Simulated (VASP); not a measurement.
Here is a VASP 6.6.1 calculation.

Contents of INCAR:

```
SYSTEM = Au
PREC = Accurate
ENCUT = 520
EDIFF = 1E-6
ISMEAR = 1
SIGMA = 0.1
LREAL = .FALSE.
LASPH = .TRUE.
NELM = 60
ALGO = Normal
ISIF = 2
LWAVE = .FALSE.
LCHARG = .TRUE.
GGA = PS
LELF = .TRUE.
LVHAR = .TRUE.
NBANDS = 24
```

File KPOINTS:

```
Automatic mesh
0
G
  8 8 3
  0 0 0
```

The input POSCAR:

```
Au
1.0
    3.1605900000      0.0000000000      0.0000000000
   -1.5802950000      2.7371510000      0.0000000000
    0.0000000000      0.0000000000      9.0575750000
Au
3
Direct
    0.6666666667      0.3333333333      0.5000000000
    0.3333333333      0.6666666667      0.2483950000
    0.3333333333      0.6666666667      0.7516050000
```

Potentials or basis: VASP PAW PBE potentials, release 64 (Au).

The run is started by

```sh
$ cat potpaw_PBE.64/Au/POTCAR > POTCAR
$ mpirun -np 1 vasp_std > vasp.out
```

(1) Predict the largest force.

(2) What does it give for the pressure?

Results:

(1) 0.755 eV/Å.

(2) -13.0 GPa.

Caveat: the PAW data sets were made with another functional, which shifts forces and pressure a little.
